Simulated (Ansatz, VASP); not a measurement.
## Two plane-wave programs on Mo

```
CELL_PARAMETERS angstrom
-1.82073 1.61472 1.61472
1.61472 -1.82073 1.61472
1.61472 1.61472 -1.82073
ATOMIC_POSITIONS crystal
Mo 0.00000 0.00000 0.00000
```

Alike in both runs: task single point; functional PBE; k mesh 22 × 22 × 22; occupations gaussian, width 0.15 eV; no spin polarisation.

```csv
,VASP,Ansatz
version,VASP 6.6.1,Ansatz 0.2.0
potentials or method,"VASP PAW PBE potentials, release 64 (Mo_sv), cutoff 520 eV","scalar-relativistic, plane waves, PAW"
valence electrons in the cell,14,14
```

Ansatz gave:

| Item | Value |
| --- | --- |
| gap on the k mesh at the Fermi level (eV) | none |
| pressure (GPa) | -4.4 |
| traceless stress, the component that is largest in VASP (GPa) | 16.54 |

Task: Estimate VASP's values.

Result: gap on the k mesh at the Fermi level (eV): none; pressure (GPa): -3.8; traceless stress, the component that is largest in VASP (GPa): 16.76.

A gap of «none» marks a metal or a gap that the smearing closes.
